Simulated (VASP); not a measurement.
# Al2Cu (P4/mmm) in VASP: further runs, part 3 of 3

VASP 6.6.1.

**4. Single point, LDA**

This run uses another cell than the first one, of 14.35 Å³/atom, 1.015 times its volume.

File INCAR:

```
PREC     = Accurate       # precision mode
ENCUT    = 520            # plane-wave cutoff, eV
EDIFF    = 1E-7           # SCF threshold, eV
ISMEAR   = 0              # smearing method
SIGMA    = 0.15           # smearing width, eV
LREAL    = F              # projectors in reciprocal space
LASPH    = T              # aspherical terms in the spheres
NELM     = 80             # most SCF steps
ALGO     = Normal         # electronic algorithm
ISIF     = 2              # what is computed and relaxed
LWAVE    = F              # write WAVECAR
LCHARG   = T              # write CHGCAR
GGA      = CA             # functional
LELF     = T              # ELF
LVHAR    = T            
NBANDS   = 16             # bands
```

File KPOINTS:

```
Automatic mesh
0
Gamma
  10 10 14
```

File POSCAR:

```
Al2Cu
1.0
    3.7593000000      0.0000000000      0.0000000000
    0.0000000000      3.7593000000      0.0000000000
    0.0000000000      0.0000000000      3.0471000000
Al Cu
2 1
Direct
    0.5000000000      0.0000000000      0.5000000000
    0.0000000000      0.5000000000      0.5000000000
    0.0000000000      0.0000000000      0.0000000000
```

Potentials or basis: VASP PAW LDA potentials, release 64 (Al, Cu).

The run is started by

```
cat potpaw_LDA.64/Al/POTCAR potpaw_LDA.64/Cu/POTCAR > POTCAR
mpirun -np 1 vasp_std > vasp.out
```

OUTCAR:

```text
PREC = Accurate
   ENCUT = 520
   EDIFF = 1E-7
   ISMEAR = 0
   LREAL = F
   LASPH = T
   NELM = 80
   ISIF = 2
   GGA = CA

 ion  position               nearest neighbor table
   1  0.500  0.000  0.500-   3 2.42   3 2.42   3 2.42   3 2.42   2 2.66   2 2.66   2 2.66   2 2.66

   2  0.000  0.500  0.500-   3 2.42   3 2.42   3 2.42   3 2.42   1 2.66   1 2.66   1 2.66   1 2.66

   3  0.000  0.000  0.000-   1 2.42   2 2.42   1 2.42   2 2.42   2 2.42   2 2.42   1 2.42   1 2.42

  LATTYP: Found a simple tetragonal cell.
 ALAT       =     3.7593000000
 C/A-ratio  =     0.8105498364

  Lattice vectors:

 A1 = (   3.7593000000,   0.0000000000,   0.0000000000)
 A2 = (   0.0000000000,   3.7593000000,   0.0000000000)
 A3 = (   0.0000000000,   0.0000000000,   3.0471000000)

Analysis of symmetry for initial positions (statically):
=====================================================================
 Subroutine PRICEL returns:
 Original cell was already a primitive cell.

 Routine SETGRP: Setting up the symmetry group for a
 simple tetragonal supercell.

 Subroutine GETGRP returns: Found 16 space group operations
 (whereof 16 operations were pure point group operations)
 out of a pool of 16 trial point group operations.

The static configuration has the point symmetry D_4h.

Analysis of symmetry for dynamics (positions and initial velocities):
=====================================================================
 Subroutine PRICEL returns:
 Original cell was already a primitive cell.

 Routine SETGRP: Setting up the symmetry group for a
 simple tetragonal supercell.

 Subroutine GETGRP returns: Found 16 space group operations
 (whereof 16 operations were pure point group operations)
 out of a pool of 16 trial point group operations.

The dynamic configuration has the point symmetry D_4h.

 Subroutine INISYM returns: Found 16 space group operations
[... 111 lines left out ...]
   NUPDOWN=      -1.0000    fix difference up-down
   EMIN   =  10.00;   EMAX   =-10.00  energy-range for DOS
   EFERMI =   0.00;   METHOD = LEGACY
   ISMEAR =     0;   SIGMA  =   0.15  broadening in eV -4-tet -1-fermi 0-gaus
   EFERMI_NEDOS =   21; number of points for ismear=-14 and -15
   IALGO  =     38    algorithm
   IMIX   =      4    mixing-type and parameters
     AMIX     =   0.40;   BMIX     =  1.00
     AMIX_MAG =   1.60;   BMIX_MAG =  1.00
  volume/ion in A,a.u.               =      14.35        96.87
  Fermi-wavevector in a.u.,A,eV,Ry     =   1.200948  2.269463 19.623361  1.442276
  Thomas-Fermi vector in A             =   2.336770
   LORBIT       =      0    0 simple, 1 ext, 2 COOP (PROOUT), +10 PAW based schemes
   GGA     = CA    functional components
   LHFCALC =     F    Hartree Fock is set to
   AEXX    =    0.0000 exact exchange contribution
   IVDW    =     0    specifies the selected vdW correction
   LEPSILON=     F    determine dielectric tensor
   LRPA    =     F    only Hartree local field effects (RPA)
 non-spin polarized calculation
 Gauss-broadening in eV      SIGMA  =   0.15
  energy-cutoff  :      520.00
  volume of cell :       43.06
 maximum number of plane-waves:      1180
 NGX is ok and might be reduce to    28
   NGX = 13   NGY = 13   NGZ = 11

 number of electron      16.9999995 magnetization

 Free energy of the ion-electron system (eV)
  ---------------------------------------------------
  ext. energy  EPLUGINS =         0.00000000
  ---------------------------------------------------
  free energy    TOTEN  =       -12.92523749 eV

  energy without entropy =      -12.91308407  energy(sigma->0) =      -12.91916078

 E-fermi :   8.0471     XC(G=0): -11.1146

 val. band max:        8.0418393324   @ k =   0.4000   0.0000   0.3571
 cond. band min:       8.0803879366   @ k =   0.5000   0.3000   0.4286
 fundamental gap:      0.0385486042
 Fermi energy:         8.0471189782

 k-point     1 :       0.0000    0.0000    0.0000
  band No.  band energies     occupation
      1      -3.0811      2.00000
      2       2.6635      2.00000
      3       2.8509      2.00000
      4       3.5639      2.00000
      5       3.5639      2.00000
      6       3.6911      2.00000
[... 433 lines left out ...]
      3       2.8537      2.00000
      4       3.4685      2.00000
      5       3.5084      2.00000
      6       3.6135      2.00000
[... 8 lines left out ...]
     15      17.3807      0.00000
     16      20.3841      0.00000

 [... further k-points ...]
[... 5 lines left out ...]
  --------------------------------------------------------------------------------------
  -------------------------------------------------------------------------------------
  Total        3.9377483      3.9377483      0.3137649      0.0000000      0.0000000      0.0000000
  in kB      146.5068254    146.5068254     11.6738535      0.0000000      0.0000000      0.0000000
  external PRESSURE =     101.5625014 kB  Pullay stress =       0.0000000 kB

 VOLUME and BASIS-vectors are now :
 -----------------------------------------------------------------------------
  energy-cutoff  :      520.00
  volume of cell :       43.06
      direct lattice vectors                 reciprocal lattice vectors
     3.759300000  0.000000000  0.000000000     0.266006969  0.000000000  0.000000000
     0.000000000  3.759300000  0.000000000     0.000000000  0.266006969  0.000000000
     0.000000000  0.000000000  3.047100000     0.000000000  0.000000000  0.328180893

 POSITION                                       TOTAL-FORCE (eV/Angst)
 -----------------------------------------------------------------------------------
      1.87965      0.00000      1.52355         0.000000      0.000000      0.000000
      0.00000      1.87965      1.52355         0.000000      0.000000      0.000000
      0.00000      0.00000      0.00000         0.000000      0.000000      0.000000
 -----------------------------------------------------------------------------------
    total drift:                               -0.000000     -0.000000     -0.000000

  FREE ENERGIE OF THE ION-ELECTRON SYSTEM (eV)
  ---------------------------------------------------
  free  energy   TOTEN  =       -12.9252374859 eV

  energy  without entropy=      -12.9130840723  energy(sigma->0) =      -12.91916078
```

OSZICAR:

```text
N       E                     dE             d eps       ncg     rms          rms(c)
DAV:   1     0.628523353322E+02    0.62852E+02   -0.69978E+03  5448   0.117E+03
DAV:   2    -0.124194670475E+02   -0.75272E+02   -0.67340E+02  5696   0.211E+02
DAV:   3    -0.152017060158E+02   -0.27822E+01   -0.27156E+01  7320   0.450E+01
DAV:   4    -0.152587547354E+02   -0.57049E-01   -0.57025E-01  6344   0.550E+00
DAV:   5    -0.152612241317E+02   -0.24694E-02   -0.24693E-02  8448   0.131E+00    0.141E+01
DAV:   6    -0.165959937429E+02   -0.13348E+01   -0.33181E+01  6208   0.209E+02    0.110E+01
DAV:   7    -0.130269245187E+02    0.35691E+01   -0.92172E+00  6776   0.873E+01    0.169E+00
DAV:   8    -0.129876736599E+02    0.39251E-01   -0.10700E+00  8096   0.300E+01    0.209E+00
DAV:   9    -0.129248677004E+02    0.62806E-01   -0.21490E-01  6920   0.156E+01    0.189E-01
DAV:  10    -0.129260892309E+02   -0.12215E-02   -0.12491E-02  8496   0.280E+00    0.205E-01
DAV:  11    -0.129253614623E+02    0.72777E-03   -0.42285E-03  7336   0.236E+00    0.795E-02
DAV:  12    -0.129252502792E+02    0.11118E-03   -0.31585E-04  8312   0.516E-01    0.274E-02
DAV:  13    -0.129252370466E+02    0.13233E-04   -0.41968E-05  8264   0.214E-01    0.179E-03
DAV:  14    -0.129252375616E+02   -0.51501E-06   -0.50060E-06  8008   0.189E-02    0.344E-03
DAV:  15    -0.129252374859E+02    0.75686E-07   -0.59679E-08  4592   0.681E-03
   1 F= -.12925237E+02 E0= -.12919161E+02  d E =-.121534E-01
```

It took 56 s on 1 thread of AMD EPYC 9R45 (Zen 5), shared host; peak memory 0.19 GiB.

What came out:

- Free energy: -12.9252 eV
- Pressure: 10.2 GPa

Stress tensor (GPa, compression positive):
```
14.65  0.00  0.00
 0.00 14.65  0.00
 0.00  0.00  1.17
```

**5. Single point, LDA**

This run uses another cell than the first one, of 17.38 Å³/atom, 1.229 times its volume.

File INCAR:

```
  ALGO = Fast
  EDIFF = 1E-7
  ENCUT = 520
  ISIF = 2
  ISMEAR = 0
  LASPH = True
  LCHARG = True
  LELF = True
  LREAL = False
  LVHAR = True
  LWAVE = False
  NBANDS = 16
  NELM = 60
  PREC = Accurate
  SIGMA = 0.15
```

File KPOINTS:

```
k-points
0
Gamma
  10 10 14
```

File POSCAR:

```
Al2Cu
1.0
    4.1366000000      0.0000000000      0.0000000000
    0.0000000000      4.1366000000      0.0000000000
    0.0000000000      0.0000000000      3.0471000000
Al Cu
2 1
Direct
    0.5000000000      0.0000000000      0.5000000000
    0.0000000000      0.5000000000      0.5000000000
    0.0000000000      0.0000000000      0.0000000000
```

Potentials or basis: VASP PAW LDA potentials, release 64 (Al, Cu).

The run is started by

```
cat potpaw_LDA.64/Al/POTCAR potpaw_LDA.64/Cu/POTCAR > POTCAR
mpirun -np 1 vasp_std > vasp.out
```

OUTCAR:

```text
EDIFF = 1E-7
   ENCUT = 520
   ISIF = 2
   ISMEAR = 0
   LASPH = True
   LREAL = False
   NELM = 60
   PREC = Accurate

 ion  position               nearest neighbor table
   1  0.500  0.000  0.500-   3 2.57   3 2.57   3 2.57   3 2.57   2 2.93   2 2.93   2 2.93   2 2.93

   2  0.000  0.500  0.500-   3 2.57   3 2.57   3 2.57   3 2.57   1 2.93   1 2.93   1 2.93   1 2.93

   3  0.000  0.000  0.000-   1 2.57   2 2.57   1 2.57   2 2.57   2 2.57   2 2.57   1 2.57   1 2.57

  LATTYP: Found a simple tetragonal cell.
[... 638 lines left out ...]
      6       2.3033      2.00000
[... 8 lines left out ...]
     15      15.1803      0.00000
     16      16.4478      0.00000

 [... further k-points ...]
[... 5 lines left out ...]
  --------------------------------------------------------------------------------------
  -------------------------------------------------------------------------------------
  Total       -2.5971512     -2.5971512     -3.8654277      0.0000000     -0.0000000      0.0000000
  in kB      -79.8057265    -79.8057265   -118.7775542      0.0000000     -0.0000000      0.0000000
  external PRESSURE =     -92.7963358 kB  Pullay stress =       0.0000000 kB

 VOLUME and BASIS-vectors are now :
 -----------------------------------------------------------------------------
  energy-cutoff  :      520.00
  volume of cell :       52.14
      direct lattice vectors                 reciprocal lattice vectors
     4.136600000  0.000000000  0.000000000     0.241744428  0.000000000  0.000000000
     0.000000000  4.136600000  0.000000000     0.000000000  0.241744428  0.000000000
     0.000000000  0.000000000  3.047100000     0.000000000  0.000000000  0.328180893

 POSITION                                       TOTAL-FORCE (eV/Angst)
 -----------------------------------------------------------------------------------
      2.06830      0.00000      1.52355         0.000000      0.000000      0.000000
      0.00000      2.06830      1.52355         0.000000      0.000000      0.000000
      0.00000      0.00000      0.00000         0.000000      0.000000      0.000000
 -----------------------------------------------------------------------------------
    total drift:                               -0.000000     -0.000000      0.000000

  FREE ENERGIE OF THE ION-ELECTRON SYSTEM (eV)
  ---------------------------------------------------
  free  energy   TOTEN  =       -13.0141665662 eV

  energy  without entropy=      -13.0005925907  energy(sigma->0) =      -13.00737958
```

OSZICAR:

```text
N       E                     dE             d eps       ncg     rms          rms(c)
DAV:   1     0.604498642399E+02    0.60450E+02   -0.68360E+03  5376   0.109E+03
DAV:   2    -0.123195595363E+02   -0.72769E+02   -0.64261E+02  5616   0.196E+02
DAV:   3    -0.148934727731E+02   -0.25739E+01   -0.25129E+01  7432   0.427E+01
[... 13 lines left out ...]
RMM:  17    -0.130141689679E+02   -0.17013E-05   -0.15749E-06  6987   0.169E-02    0.245E-02
RMM:  18    -0.130141786658E+02   -0.96979E-05   -0.10597E-05  7582   0.413E-02    0.503E-02
RMM:  19    -0.130141673690E+02    0.11297E-04   -0.16083E-05  7653   0.591E-02    0.128E-02
RMM:  20    -0.130141666142E+02    0.75488E-06   -0.13118E-06  6414   0.154E-02    0.210E-03
RMM:  21    -0.130141665662E+02    0.47949E-07   -0.69486E-07  6205   0.802E-03
   1 F= -.13014167E+02 E0= -.13007380E+02  d E =-.135740E-01
```

stdout:

```text
POSCAR found type information on POSCAR AlCu
 POSCAR found :  2 types and       3 ions
 scaLAPACK will be used
 LDA part: xc-table for (Slater(with rela. corr.)+CA(PZ))
 , standard interpolation
 POSCAR, INCAR and KPOINTS ok, starting setup
 FFT: planning ... GRIDC
 FFT: planning ... GRID_SOFT
 FFT: planning ... GRID
 WAVECAR not read
 entering main loop
WARNING in EDDRMM: call to ZHEGV failed, returncode =   8  4     16
 num prob RMM:  20    -0.130141666142E+02    0.75488E-06   -0.13118E-06  6414   0.154E-02    0.210E-03
```

Run time: 61 s. Hardware: 1 thread of Intel Xeon 6975P-C (Granite Rapids), shared host; peak memory 0.24 GiB.

What came out:

- Free energy: -13.0142 eV
- Pressure: -9.3 GPa

Stress tensor (GPa, compression positive):
```
 -7.98   0.00   0.00
  0.00  -7.98   0.00
  0.00   0.00 -11.88
```

Levels at points of the mesh, in eV from the Fermi level:
```
           k point  band 5  band 6  band 7  band 8  band 9  band 10  band 11  band 12  band 13  band 14
(0.00, 0.00, 0.00)   -3.79   -3.79   -1.88   -1.88    0.08     1.21     4.75     6.38     6.38     6.83
(0.50, 0.00, 0.00)   -3.90   -3.84   -3.78   -0.56    1.82     2.09     2.13     6.14     7.95     8.55
(0.50, 0.50, 0.00)   -3.96   -3.83   -3.83   -3.77   -2.14     8.17     8.54     8.54     8.79     8.79
(0.00, 0.00, 0.50)   -4.37   -3.73   -2.94    2.31    2.31     2.77     2.95     3.00     3.00     3.18
(0.50, 0.00, 0.50)   -3.80   -3.76   -2.68   -2.48   -1.80     3.49     4.12     4.19     4.57     6.00
(0.50, 0.50, 0.50)   -3.57   -3.28   -1.89   -1.89   -0.98    -0.97    -0.39    -0.39     2.67    11.19
```

**6. Overview**

```tsv
cell	gap on the mesh (eV)	pressure (GPa)
a = 4.042, b = 4.042, c = 2.596 Å, 3 atoms	none	12.2
a = 3.948, b = 3.948, c = 2.746 Å, 3 atoms	none	9.6
a = 3.759, b = 3.759, c = 3.047 Å, 3 atoms	none	10.2
a = 4.137, b = 4.137, c = 3.047 Å, 3 atoms	none	-9.3
```

Alike in all rows: task single point; level LDA; potentials or basis VASP PAW LDA potentials, release 64 (Al, Cu); no spin polarisation; k mesh 10 × 10 × 14; cutoff (eV) 520; smearing gaussian 0.15 eV.

Absolute energies hang on the potentials; compare differences alone.
